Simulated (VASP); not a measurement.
# C18F in VASP: further runs

The runs below take C18F through single point, with LDA.

Program: VASP 6.6.1. These are calculated values, not measurements. Logs are shortened: lines on timing, memory, paths and dates and some standing lists are left out, and cuts for length are marked.

### Step 1. The cell of the first run

The cell holds a slab with vacuum, 19 atoms: a = 7.398 Å, b = 7.398 Å, c = 11.000 Å, α = 90.00°, β = 90.00°, γ = 120.00°.

### Step 2. Single point, LDA, collinear spin, zero start

INCAR

```
SYSTEM = C18F
PREC = Accurate
ENCUT = 520
EDIFF = 1E-7
ISMEAR = -1
SIGMA = 0.05
LREAL = Auto
LASPH = .TRUE.
NELM = 150
ALGO = Normal
ISIF = 2
LWAVE = .FALSE.
LCHARG = .FALSE.
ISPIN = 2
MAGMOM = 0 0 0 0 0 0 0 0 0 0 0 0 0 0 0 0 0 0 0
LORBIT = 11
GGA = CA
NBANDS = 58
```

KPOINTS

```
regular mesh
0
G
  2 2 1
  0 0 0
```

POSCAR

```
C18F
1.0
    7.3980000000      0.0000000000      0.0000000000
   -3.6990000000      6.4068560000      0.0000000000
    0.0000000000      0.0000000000     11.0000000000
C F
18 1
Direct
    0.0078717142      0.0088321011      0.0857185455
    0.2302611391      0.1193871066      0.0855209091
    0.0117271655      0.3437019655      0.1090241818
    0.2344237952      0.4549908723      0.0851611818
    0.0078637686      0.6746510301      0.0857090909
    0.2302555210      0.7864242618      0.0855179091
    0.3410636679      0.0083106285      0.0855125455
    0.5628355328      0.1191971538      0.0864458182
    0.3421194587      0.3423362411      0.0834950000
    0.5642602802      0.4531391060      0.0836835455
    0.3421298300      0.6753448181      0.0834911818
    0.5642727403      0.7867206630      0.0836798182
    0.6755959298      0.0092735033      0.0863511818
    0.8966800616      0.1188234916      0.0902368182
    0.6755492937      0.3418709582      0.0863458182
    0.8966430056      0.4534547054      0.0902191818
    0.6750728357      0.6753203131      0.0842762727
    0.8968977437      0.7862591262      0.0841546364
    0.0678530066      0.3719379677      0.2600020000
```

Potentials or basis: VASP PAW LDA potentials, release 64 (C, F).

Run with:

```console
$ cat potpaw_LDA.64/C/POTCAR potpaw_LDA.64/F/POTCAR > POTCAR
$ mpirun -np 1 vasp_std > vasp.out
```

OUTCAR:

```text
SYSTEM = C18F
   PREC = Accurate
   ENCUT = 520
   EDIFF = 1E-7
   ISMEAR = -1
   LREAL = Auto
   LASPH = .TRUE.
   NELM = 150
   ISIF = 2
   ISPIN = 2
   LORBIT = 11
   GGA = CA

 ion  position               nearest neighbor table
   1  0.008  0.009  0.086-  14 1.42   2 1.42  18 1.43
   2  0.230  0.119  0.086-   7 1.42   1 1.42   9 1.43
   3  0.012  0.344  0.109-   4 1.45  16 1.46  14 1.46  19 1.70
   4  0.234  0.455  0.085-   9 1.41  11 1.41   3 1.45
   5  0.008  0.675  0.086-  16 1.42   6 1.42  18 1.43
   6  0.230  0.786  0.086-   7 1.42   5 1.42  11 1.43
   7  0.341  0.008  0.086-   8 1.42   2 1.42   6 1.42
   8  0.563  0.119  0.086-   7 1.42  15 1.43  13 1.43
   9  0.342  0.342  0.083-   4 1.41  10 1.42   2 1.43
  10  0.564  0.453  0.084-   9 1.42  17 1.42  15 1.43
  11  0.342  0.675  0.083-   4 1.41  12 1.42   6 1.43
  12  0.564  0.787  0.084-  11 1.42  17 1.42  13 1.43
  13  0.676  0.009  0.086-  14 1.42  12 1.43   8 1.43
  14  0.897  0.119  0.090-  13 1.42   1 1.42   3 1.46
  15  0.676  0.342  0.086-  16 1.42  10 1.43   8 1.43
  16  0.897  0.453  0.090-  15 1.42   5 1.42   3 1.46
  17  0.675  0.675  0.084-  18 1.42  10 1.42  12 1.42
  18  0.897  0.786  0.084-  17 1.42   1 1.43   5 1.43
  19  0.068  0.372  0.260-   3 1.70

  LATTYP: Found a hexagonal cell.
 ALAT       =     7.3980000000
 C/A-ratio  =     1.4868883482

  Lattice vectors:

 A1 = (   7.3980000000,   0.0000000000,   0.0000000000)
 A2 = (  -3.6990000000,   6.4068560000,   0.0000000000)
 A3 = (   0.0000000000,   0.0000000000,  11.0000000000)

Analysis of symmetry for initial positions (statically):
=====================================================================
 Subroutine PRICEL returns:
 Original cell was already a primitive cell.

 Routine SETGRP: Setting up the symmetry group for a
 hexagonal supercell.

 Subroutine GETGRP returns: Found  1 space group operations
 (whereof  1 operations were pure point group operations)
 out of a pool of 24 trial point group operations.

The static configuration has the point symmetry C_1 .

Analysis of symmetry for dynamics (positions and initial velocities):
=====================================================================
 Subroutine PRICEL returns:
 Original cell was already a primitive cell.

 Routine SETGRP: Setting up the symmetry group for a
 hexagonal supercell.

 Subroutine GETGRP returns: Found  1 space group operations
 (whereof  1 operations were pure point group operations)
 out of a pool of 24 trial point group operations.

The dynamic configuration has the point symmetry C_1 .

Analysis of structural, dynamic, and magnetic symmetry:
=====================================================================
 Subroutine PRICEL returns:
 Original cell was already a primitive cell.

 Routine SETGRP: Setting up the symmetry group for a
 hexagonal supercell.

 Subroutine GETGRP returns: Found  1 space group operations
 (whereof  1 operations were pure point group operations)
 out of a pool of 24 trial point group operations.

The overall configuration has the point symmetry C_1 .

 Subroutine INISYM returns: Found  1 space group operations
 (whereof  1 operations are pure point group operations),
 and found     1 'primitive' translations

----------------------------------------------------------------------------------------

                                     Primitive cell

  volume of cell :     521.3771

  direct lattice vectors                    reciprocal lattice vectors
     7.398000000  0.000000000  0.000000000     0.135171668  0.078041398  0.000000000
    -3.699000000  6.406856000  0.000000000     0.000000000  0.156082796  0.000000000
     0.000000000  0.000000000 11.000000000     0.000000000  0.000000000  0.090909091

  length of vectors
     7.398000000  7.398000054 11.000000000     0.156082797  0.156082796  0.090909091

  position of ions in fractional coordinates (direct lattice)
     0.007871714  0.008832101  0.085718546
     0.230261139  0.119387107  0.085520909
     0.011727165  0.343701966  0.109024182
     0.234423795  0.454990872  0.085161182
     0.007863769  0.674651030  0.085709091
     0.230255521  0.786424262  0.085517909
[... 71 lines left out ...]
   dimension x,y,z NGX =    56 NGY =   56 NGZ =   84
   dimension x,y,z NGXF=   112 NGYF=  112 NGZF=  168
   ions per type =              18   1
   NGX,Y,Z   is equivalent  to a cutoff of  12.58, 12.58, 12.70 a.u.
   NGXF,Y,Z  is equivalent  to a cutoff of  25.17, 25.17, 25.39 a.u.
 SYSTEM =  C18F
   PREC   = accura    normal or accurate (medium, high low for compatibility)
   ISTART =      0    job   : 0-new  1-cont  2-samecut
   ICHARG =      2    charge: 1-file 2-atom 10-const
   ISPIN  =      2    spin polarized calculation?
   LNONCOLLINEAR =      F non collinear calculations
   LSORBIT =      F    spin-orbit coupling
   LASPH  =      T    aspherical Exc in radial PAW
   ENCUT  =  520.0 eV  38.22 Ry    6.18 a.u.  13.76 13.76 20.45*2*pi/ulx,y,z
   NELM   =    150;   NELMIN=  2; NELMDL= -5     # of ELM steps
   EDIFF  = 0.1E-06   stopping-criterion for ELM
   LREAL  =      T    real-space projection
   EDIFFG = 0.1E-05   stopping-criterion for IOM
   NSW    =      0    number of steps for IOM
   IBRION =     -1    ionic relax: 0-MD 1-quasi-New 2-CG
   NFREE  =      0    steps in history (QN), initial steepest desc. (CG)
   ISIF   =      2    stress and relaxation
   ISYM   =      2    0-nonsym 1-usesym 2-fastsym
   POTIM  = 0.5000    time-step for ionic-motion
   TEBEG  =    0.0;   TEEND  =   0.0 temperature during run
   PSTRESS=    0.0 pullay stress
   NELECT =      79.0000    total number of electrons
   NUPDOWN=      -1.0000    fix difference up-down
   EMIN   =  10.00;   EMAX   =-10.00  energy-range for DOS
   EFERMI =   0.00;   METHOD = LEGACY
   ISMEAR =    -1;   SIGMA  =   0.05  broadening in eV -4-tet -1-fermi 0-gaus
   EFERMI_NEDOS =   21; number of points for ismear=-14 and -15
   IALGO  =     38    algorithm
   IMIX   =      4    mixing-type and parameters
     AMIX     =   0.40;   BMIX     =  1.00
     AMIX_MAG =   1.60;   BMIX_MAG =  1.00
  volume/ion in A,a.u.               =      27.44       185.18
  Fermi-wavevector in a.u.,A,eV,Ry     =   0.872770  1.649296 10.363934  0.761728
  Thomas-Fermi vector in A             =   1.992066
   LORBIT       =     11    0 simple, 1 ext, 2 COOP (PROOUT), +10 PAW based schemes
   GGA     = CA    functional components
   LHFCALC =     F    Hartree Fock is set to
   AEXX    =    0.0000 exact exchange contribution
   IVDW    =     0    specifies the selected vdW correction
   LEPSILON=     F    determine dielectric tensor
   LRPA    =     F    only Hartree local field effects (RPA)
 spin polarized calculation
  energy-cutoff  :      520.00
  volume of cell :      521.38
 maximum number of plane-waves:     14099
 NGX is ok and might be reduce to    56
   NGX = 27   NGY = 27   NGZ = 41

 number of electron      79.0000000 magnetization      -0.0000000

 number of electron      79.0000000 magnetization       0.0000000

 Free energy of the ion-electron system (eV)
  ---------------------------------------------------
  ext. energy  EPLUGINS =         0.00000000
  ---------------------------------------------------
  free energy    TOTEN  =      -184.29280020 eV

  energy without entropy =     -184.29173864  energy(sigma->0) =     -184.29226942

 E-fermi :  -2.5043     XC(G=0):  -4.2354

 val. band max:       -2.8356440657   @ k =   0.0000   0.5000   0.0000
 cond. band min:      -2.2018530950   @ k =   0.0000   0.0000   0.0000
 fundamental gap:      0.6337909707
 Fermi energy:        -2.5042750694

 spin component 1

 k-point     1 :       0.0000    0.0000    0.0000
  band No.  band energies     occupation
      1     -24.0870      1.00000
      2     -21.4258      1.00000
      3     -18.9958      1.00000
      4     -18.9816      1.00000
      5     -18.9714      1.00000
      6     -18.9166      1.00000
[... 205 lines left out ...]
     50       4.1243      0.00000
     51       4.2931      0.00000
 Fermi energy:        -2.5042750694

 spin component 2

 k-point     1 :       0.0000    0.0000    0.0000
  band No.  band energies     occupation
      1     -24.0870      1.00000
      2     -21.4258      1.00000
      3     -18.9958      1.00000
      4     -18.9816      1.00000
      5     -18.9714      1.00000
      6     -18.9166      1.00000
[... 205 lines left out ...]
     50       4.1243      0.00000
     51       4.2931      0.00000
 [bands above 51 left out]

------------------------ aborting loop because EDIFF is reached ----------------------------------------

  FORCE on cell =-STRESS in cart. coord.  units (eV):
  Direction    XX          YY          ZZ          XY          YZ          ZX
  --------------------------------------------------------------------------------------
  -------------------------------------------------------------------------------------
  Total       -9.9555689    -10.2403364     -0.3837742      0.2358790     -0.7088358     -1.2204482
  in kB      -30.5931847    -31.4682672     -1.1793273      0.7248495     -2.1782326     -3.7504031
  external PRESSURE =     -21.0802597 kB  Pullay stress =       0.0000000 kB

 VOLUME and BASIS-vectors are now :
 -----------------------------------------------------------------------------
  energy-cutoff  :      520.00
  volume of cell :      521.38
      direct lattice vectors                 reciprocal lattice vectors
     7.398000000  0.000000000  0.000000000     0.135171668  0.078041398  0.000000000
    -3.699000000  6.406856000  0.000000000     0.000000000  0.156082796  0.000000000
     0.000000000  0.000000000 11.000000000     0.000000000  0.000000000  0.090909091

 POSITION                                       TOTAL-FORCE (eV/Angst)
 -----------------------------------------------------------------------------------
      0.02556      0.05659      0.94290         0.026727      0.016393      0.008156
      1.26186      0.76490      0.94073         0.026632      0.009928     -0.001742
     -1.18460      2.20205      1.19927         0.079325      0.037128      0.393568
      0.05126      2.91506      0.93677         0.073277      0.043683     -0.198018
     -2.43736      4.32239      0.94280         0.029678      0.011161      0.005727
     -1.20555      5.03851      0.94070         0.024037      0.019215     -0.002039
[... 11 lines left out ...]
      3.72688      5.03745      0.92570         0.029238      0.017657     -0.027098
     -0.87382      2.38295      2.86002        -0.641905     -0.372609     -0.144052
 -----------------------------------------------------------------------------------
    total drift:                                0.008988     -0.026545      0.027764

  FREE ENERGIE OF THE ION-ELECTRON SYSTEM (eV)
  ---------------------------------------------------
  free  energy   TOTEN  =      -184.2928001972 eV

  energy  without entropy=     -184.2917386436  energy(sigma->0) =     -184.29226942

 total charge

# of ion       s       p       d       tot
------------------------------------------
    1        0.855   1.782   0.000   2.637
    2        0.852   1.789   0.000   2.641
    3        0.840   1.692   0.000   2.531
    4        0.859   1.783   0.000   2.643
    5        0.855   1.782   0.000   2.637
    6        0.852   1.789   0.000   2.641
[... 11 lines left out ...]
   18        0.855   1.781   0.000   2.636
   19        1.745   4.257   0.000   6.002
--------------------------------------------------
tot         17.107  36.299   0.000  53.407

 magnetization (x)

# of ion       s       p       d       tot
------------------------------------------
    1        0.000  -0.000   0.000  -0.000
    2       -0.000  -0.000   0.000  -0.000
    3       -0.000   0.000   0.000   0.000
    4       -0.000  -0.000   0.000  -0.000
    5       -0.000  -0.000   0.000  -0.000
    6        0.000   0.000   0.000   0.000
[... 11 lines left out ...]
   18        0.000   0.000   0.000   0.000
   19       -0.000   0.000   0.000  -0.000
--------------------------------------------------
tot         -0.000  -0.000   0.000  -0.000
```

It took 4.8 min on 1 thread of Intel Xeon 6975P-C (Granite Rapids), shared host; peak memory 0.52 GiB.

Results:

- Free energy: -184.2928 eV
- Largest force: 0.756 eV/Å
- Net moment: 0.00 μB per cell
- Valence electrons inside the program's atomic spheres: C 2.64, 2.53, 2.65 (each value once); F 6.00

Forces on the atoms (eV/Å):
```
C    0.027  0.016  0.008
C    0.027  0.010 -0.002
C    0.079  0.037  0.394
C    0.073  0.044 -0.198
C    0.030  0.011  0.006
C    0.024  0.019 -0.002
C    0.030  0.012  0.015
C    0.031  0.014  0.020
C    0.029  0.017 -0.083
C    0.048  0.017 -0.053
C    0.014  0.027 -0.083
C    0.046  0.022 -0.046
C    0.031  0.035  0.022
C    0.034  0.017  0.094
C    0.044  0.016  0.023
C    0.034  0.025  0.097
C    0.013  0.016 -0.040
C    0.029  0.018 -0.027
F   -0.642 -0.373 -0.144
```

Levels at points of the mesh, in eV from the Fermi level:
Spin up:
| k point | band 37 | band 38 | band 39 | band 40 | band 41 | band 42 | band 43 | band 44 |
| --- | --- | --- | --- | --- | --- | --- | --- | --- |
| (0.00, 0.00, 0.00) | -2.30 | -1.84 | 0.30 | 0.39 | 0.49 | 1.48 | 4.14 | 5.14 |
| (0.50, 0.00, 0.00) | -2.21 | -2.08 | -1.57 | -0.43 | 2.16 | 2.78 | 2.90 | 2.96 |
| (0.00, 0.50, 0.00) | -2.18 | -1.97 | -1.73 | -0.33 | 2.13 | 2.78 | 2.85 | 2.96 |
| (0.50, 0.50, 0.00) | -2.18 | -1.97 | -1.73 | -0.33 | 2.13 | 2.78 | 2.85 | 2.96 |
Spin down:
| k point | band 36 | band 37 | band 38 | band 39 | band 40 | band 41 | band 42 | band 43 | band 44 | band 45 |
| --- | --- | --- | --- | --- | --- | --- | --- | --- | --- | --- |
| (0.00, 0.00, 0.00) | -2.40 | -2.30 | -1.84 | 0.30 | 0.39 | 0.49 | 1.48 | 4.14 | 5.14 | 5.16 |
| (0.50, 0.00, 0.00) | -2.28 | -2.21 | -2.08 | -1.57 | -0.43 | 2.16 | 2.78 | 2.90 | 2.96 | 3.68 |
| (0.00, 0.50, 0.00) | -2.32 | -2.18 | -1.97 | -1.73 | -0.33 | 2.13 | 2.78 | 2.85 | 2.96 | 3.66 |
| (0.50, 0.50, 0.00) | -2.32 | -2.18 | -1.97 | -1.73 | -0.33 | 2.13 | 2.78 | 2.85 | 2.96 | 3.66 |

Caveat: the k points lie up to 0.49 Å⁻¹ apart.

(Continued in part 2 of 2.)
